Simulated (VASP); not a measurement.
# Se (C2/c) in VASP: notebook

The runs below take Se through single point, with PBEsol.

Everything below comes from runs of VASP 6.6.1. Logs are shortened: lines on timing, memory, paths and dates and some standing lists are left out, and cuts for length are marked.

## (1) The cell of the first run

It takes space group C2/c (No. 15, monoclinic). Conventional cell: a = 2.755 Å, b = 7.639 Å, c = 4.488 Å, α = 90.00°, β = 90.84°, γ = 90.00°. Se (site symmetry 2) has 4 Se at 2.48 to 2.75 Å within 3.3 Å.

## (2) Single point, PBEsol (23.61 Å³/atom)

Contents of INCAR:

```
PREC     = Accurate       # precision mode
ENCUT    = 520            # plane-wave cutoff, eV
EDIFF    = 1E-6           # SCF threshold, eV
ISMEAR   = -1             # smearing method
SIGMA    = 0.1            # smearing width, eV
LREAL    = F              # projectors in reciprocal space
LASPH    = T              # aspherical terms in the spheres
NELM     = 100            # most SCF steps
ALGO     = Normal         # electronic algorithm
ISIF     = 2              # what is computed and relaxed
LWAVE    = F              # write WAVECAR
LCHARG   = F              # write CHGCAR
GGA      = PS             # functional
NBANDS   = 13             # bands
```

Contents of KPOINTS:

```
Automatic mesh
0
Gamma
  16 16 8
```

Contents of POSCAR:

```
Se
1.0
   -2.8725048872      2.5290629881      1.3557709957
    2.5290629881     -2.8725048872      1.3557709957
    3.4752709392      3.4752709392     -1.9847854629
Se
2
Direct
    0.0564213915      0.9435786085      0.0000000000
    0.6935786085      0.3064213915      0.5000000000
```

Potentials or basis: VASP PAW PBE potentials, release 64 (Se).

The run is started by

```
> cat potpaw_PBE.64/Se/POTCAR > POTCAR
> mpirun -np 1 vasp_std > vasp.out
```

OUTCAR:

```text
PREC = Accurate
   ENCUT = 520
   EDIFF = 1E-6
   ISMEAR = -1
   LREAL = F
   LASPH = T
   NELM = 100
   ISIF = 2
   GGA = PS

 ion  position               nearest neighbor table
   1  0.056  0.944  0.000-   2 2.48   2 2.48
   2  0.694  0.306  0.500-   1 2.48   1 2.48

  Warning from LATTYP: Got some problem with cell dimensions!
  Tried to take original basis but could not verify dimensions!
  LATTYP: Found a base centered monoclinic cell.
 ALAT       =     2.7546986491
 B/A-ratio  =     2.7730694063
 C/A-ratio  =     1.6293270233
 COS(beta)  =    -0.0146047266

  Lattice vectors:

 A1 = (  -2.8725048872,   2.5290629881,   1.3557709957)
 A2 = (   2.5290629881,  -2.8725048872,   1.3557709957)
 A3 = (   3.1318290401,   3.1318290401,   0.7267565285)

Analysis of symmetry for initial positions (statically):
=====================================================================
 Subroutine PRICEL returns:
 Original cell was already a primitive cell.

 Routine SETGRP: Setting up the symmetry group for a
 base centered monoclinic supercell.

 Subroutine GETGRP returns: Found  4 space group operations
 (whereof  2 operations were pure point group operations)
 out of a pool of  4 trial point group operations.

The static configuration has the point symmetry C_2 .
 The point group associated with its full space group is C_2h.

Analysis of symmetry for dynamics (positions and initial velocities):
=====================================================================
 Subroutine PRICEL returns:
 Original cell was already a primitive cell.

 Routine SETGRP: Setting up the symmetry group for a
 base centered monoclinic supercell.

 Subroutine GETGRP returns: Found  4 space group operations
 (whereof  2 operations were pure point group operations)
 out of a pool of  4 trial point group operations.

The dynamic configuration has the point symmetry C_2 .
 The point group associated with its full space group is C_2h.

 Subroutine INISYM returns: Found  4 space group operations
 (whereof  2 operations are pure point group operations),
 and found     1 'primitive' translations

----------------------------------------------------------------------------------------

                                     Primitive cell

  volume of cell :      47.2188

  direct lattice vectors                    reciprocal lattice vectors
    -2.872504887  2.529062988  1.355770996     0.020958481  0.206089914  0.397551628
     2.529062988 -2.872504887  1.355770996     0.206089914  0.020958481  0.397551628
     3.475270939  3.475270939 -1.984785463     0.155092646  0.155092646  0.039287839

  length of vectors
     4.060241239  4.060241239  5.300414091     0.448285185  0.448285185  0.222825026

  position of ions in fractional coordinates (direct lattice)
     0.056421392  0.943578608  1.000000000
     0.693578608  0.306421392  0.500000000

  ion indices of the primitive-cell ions
   primitive index   ion index
                 1           1
                 2           2

----------------------------------------------------------------------------------------

 KPOINTS: Automatic mesh

Automatic generation of k-mesh.
 Grid dimensions read from file:
 generate k-points for:   16   16    8

 Generating k-lattice:

  Cartesian coordinates                     Fractional coordinates (reciprocal lattice)
     0.001309905  0.012880620  0.024846977     0.062500000 -0.000000000  0.000000000
     0.012880620  0.001309905  0.024846977    -0.000000000  0.062500000  0.000000000
     0.019386581  0.019386581  0.004910980    -0.000000000 -0.000000000  0.125000000

  Length of vectors
     0.028017824  0.028017824  0.027853128

  Shift w.r.t. Gamma in fractional coordinates (k-lattice)
     0.000000000  0.000000000  0.000000000

 Subroutine IBZKPT returns following result:
 ===========================================

 Found    554 irreducible k-points:

 Following reciprocal coordinates:
            Coordinates               Weight
  0.000000  0.000000  0.000000      1.000000
  0.062500 -0.000000 -0.000000      4.000000
  0.125000 -0.000000 -0.000000      4.000000
  0.187500 -0.000000  0.000000      4.000000
  0.250000 -0.000000 -0.000000      4.000000
  0.312500 -0.000000 -0.000000      4.000000
[... 16 lines left out ...]
 -0.125000  0.062500  0.000000      4.000000
 -0.062500  0.062500  0.000000      2.000000
 [... further k-points ...]
   k-points           NKPTS =    554   k-points in BZ     NKDIM =    554   number of bands    NBANDS=     13
   number of dos      NEDOS =    301   number of ions     NIONS =      2
   total plane-waves  NPLWV =  36000
   dimension x,y,z NGX =    30 NGY =   30 NGZ =   40
   dimension x,y,z NGXF=    60 NGYF=   60 NGZF=   80
   ions per type =               2
   NGX,Y,Z   is equivalent  to a cutoff of  12.28, 12.28, 12.55 a.u.
   NGXF,Y,Z  is equivalent  to a cutoff of  24.57, 24.57, 25.09 a.u.
 SYSTEM =  unknown system
   PREC   = accura    normal or accurate (medium, high low for compatibility)
   ISTART =      0    job   : 0-new  1-cont  2-samecut
   ICHARG =      2    charge: 1-file 2-atom 10-const
   ISPIN  =      1    spin polarized calculation?
   LNONCOLLINEAR =      F non collinear calculations
   LSORBIT =      F    spin-orbit coupling
   LASPH  =      T    aspherical Exc in radial PAW
   ENCUT  =  520.0 eV  38.22 Ry    6.18 a.u.   7.55  7.55  9.86*2*pi/ulx,y,z
   NELM   =    100;   NELMIN=  2; NELMDL= -5     # of ELM steps
   EDIFF  = 0.1E-05   stopping-criterion for ELM
   LREAL  =      F    real-space projection
   EDIFFG = 0.1E-04   stopping-criterion for IOM
   NSW    =      0    number of steps for IOM
   IBRION =     -1    ionic relax: 0-MD 1-quasi-New 2-CG
   NFREE  =      0    steps in history (QN), initial steepest desc. (CG)
   ISIF   =      2    stress and relaxation
   ISYM   =      2    0-nonsym 1-usesym 2-fastsym
   POTIM  = 0.5000    time-step for ionic-motion
   TEBEG  =    0.0;   TEEND  =   0.0 temperature during run
   PSTRESS=    0.0 pullay stress
   NELECT =      12.0000    total number of electrons
   NUPDOWN=      -1.0000    fix difference up-down
   EMIN   =  10.00;   EMAX   =-10.00  energy-range for DOS
   EFERMI =   0.00;   METHOD = LEGACY
   ISMEAR =    -1;   SIGMA  =   0.10  broadening in eV -4-tet -1-fermi 0-gaus
   EFERMI_NEDOS =   21; number of points for ismear=-14 and -15
   IALGO  =     38    algorithm
   IMIX   =      4    mixing-type and parameters
     AMIX     =   0.40;   BMIX     =  1.00
     AMIX_MAG =   1.60;   BMIX_MAG =  1.00
  volume/ion in A,a.u.               =      23.61       159.32
  Fermi-wavevector in a.u.,A,eV,Ry     =   1.036964  1.959577 14.630262  1.075294
  Thomas-Fermi vector in A             =   2.171379
   LORBIT       =      0    0 simple, 1 ext, 2 COOP (PROOUT), +10 PAW based schemes
   GGA     = PS    functional components
   LHFCALC =     F    Hartree Fock is set to
   AEXX    =    0.0000 exact exchange contribution
   IVDW    =     0    specifies the selected vdW correction
   LEPSILON=     F    determine dielectric tensor
   LRPA    =     F    only Hartree local field effects (RPA)
 non-spin polarized calculation
  energy-cutoff  :      520.00
  volume of cell :       47.22
 maximum number of plane-waves:      1291
   NGX = 15   NGY = 15   NGZ = 19

 number of electron      11.9999999 magnetization

 Free energy of the ion-electron system (eV)
  ---------------------------------------------------
  ext. energy  EPLUGINS =         0.00000000
  ---------------------------------------------------
  free energy    TOTEN  =        -7.40970776 eV

  energy without entropy =       -7.38271535  energy(sigma->0) =       -7.39621155

 E-fermi :   4.0500     XC(G=0):  -9.7522

 val. band max:        4.0495365929   @ k =  -0.0625  -0.4375   0.2500
 cond. band min:       4.0521547502   @ k =   0.4375   0.0625   0.2500
 fundamental gap:      0.0026181573
 Fermi energy:         4.0499940789

 k-point     1 :       0.0000    0.0000    0.0000
  band No.  band energies     occupation
      1     -12.4097      2.00000
      2      -7.8903      2.00000
      3      -2.9535      2.00000
      4       1.5001      2.00000
      5       2.0299      2.00000
      6       6.1411      0.00000
      7       6.7304      0.00000
      8       8.7136      0.00000
      9       9.9230      0.00000
     10      10.6531      0.00000
     11      12.8931      0.00000
     12      13.0467      0.00000
     13      16.9693      0.00000

 k-point     2 :       0.0625   -0.0000   -0.0000
  band No.  band energies     occupation
      1     -12.3182      2.00000
      2      -7.9343      2.00000
      3      -2.7787      2.00000
      4       1.4619      2.00000
      5       2.1887      2.00000
      6       5.5117      0.00000
      7       6.6065      0.00000
      8       8.1614      0.00000
      9      10.0725      0.00000
     10      10.6412      0.00000
     11      13.2660      0.00000
     12      13.8239      0.00000
     13      17.2217      0.00000

 k-point     3 :       0.1250   -0.0000   -0.0000
  band No.  band energies     occupation
      1     -12.0466      2.00000
      2      -8.0346      2.00000
      3      -2.3061      2.00000
      4       1.4837      2.00000
      5       2.4905      2.00000
      6       4.1509      0.53416
      7       6.3896      0.00000
      8       6.8388      0.00000
      9      10.2277      0.00000
     10      10.9203      0.00000
     11      14.0963      0.00000
     12      15.4761      0.00000
     13      15.5418      0.00000
[... 305 lines left out ...]
 k-point    23 :      -0.1250    0.0625    0.0000
  band No.  band energies     occupation
      1     -12.2908      2.00000
      2      -7.9509      2.00000
      3      -2.7581      2.00000
      4       1.0642      2.00000
      5       2.4102      2.00000
      6       5.4810      0.00000
      7       6.4229      0.00000
      8       8.1777      0.00000
      9       9.9107      0.00000
     10      11.2909      0.00000
     11      13.5915      0.00000
     12      13.7753      0.00000
     13      17.3388      0.00000

 k-point    24 :      -0.0625    0.0625    0.0000
  band No.  band energies     occupation
      1     -12.3957      2.00000
      2      -7.9002      2.00000
      3      -2.9380      2.00000
      4       1.2010      2.00000
      5       2.2470      2.00000
      6       6.1275      0.00000
      7       6.6085      0.00000
      8       8.7216      0.00000
      9       9.7652      0.00000
     10      11.0778      0.00000
     11      13.0214      0.00000
     12      13.0626      0.00000
     13      17.0175      0.00000

 [... further k-points ...]

------------------------ aborting loop because EDIFF is reached ----------------------------------------

  FORCE on cell =-STRESS in cart. coord.  units (eV):
  Direction    XX          YY          ZZ          XY          YZ          ZX
  --------------------------------------------------------------------------------------
  -------------------------------------------------------------------------------------
  Total        0.8847527      0.8847527      0.7957201      0.6400629      0.1390196      0.1390196
  in kB       30.0204727     30.0204727     26.9995130     21.7179224      4.7170619      4.7170629
  external PRESSURE =      29.0134861 kB  Pullay stress =       0.0000000 kB

 VOLUME and BASIS-vectors are now :
 -----------------------------------------------------------------------------
  energy-cutoff  :      520.00
  volume of cell :       47.22
      direct lattice vectors                 reciprocal lattice vectors
    -2.872504887  2.529062988  1.355770996     0.020958481  0.206089914  0.397551628
     2.529062988 -2.872504887  1.355770996     0.206089914  0.020958481  0.397551628
     3.475270939  3.475270939 -1.984785463     0.155092646  0.155092646  0.039287839

 POSITION                                       TOTAL-FORCE (eV/Angst)
 -----------------------------------------------------------------------------------
      2.22430     -2.56774      1.35577         0.118612     -0.118612      0.000000
      0.52029      2.61154      0.36338        -0.118612      0.118612     -0.000000
 -----------------------------------------------------------------------------------
    total drift:                               -0.000000      0.000000      0.000000

  FREE ENERGIE OF THE ION-ELECTRON SYSTEM (eV)
  ---------------------------------------------------
  free  energy   TOTEN  =        -7.4097077578 eV

  energy  without entropy=       -7.3827153517  energy(sigma->0) =       -7.39621155
```

Run time: 3.9 min. Hardware: 1 thread of Intel Xeon 6975P-C (Granite Rapids), shared host; peak memory 0.39 GiB.

Results:

```
Free energy            : -7.4097 eV
Pressure               : 2.9 GPa
Largest force          : 0.168 eV/Å
Band gap on the k mesh : zero (bands 6 and 7 overlap by 4.26 eV)
```

Forces on the atoms (eV/Å):
```
Se   0.119 -0.119  0.000
Se  -0.119  0.119  0.000
```

Stress tensor (GPa, compression positive):
```
3.00 2.17 0.47
2.17 3.00 0.47
0.47 0.47 2.70
```

Caveat: the PAW data sets were made with another functional, which shifts forces and pressure a little.

(Continued in part 2 of 2.)
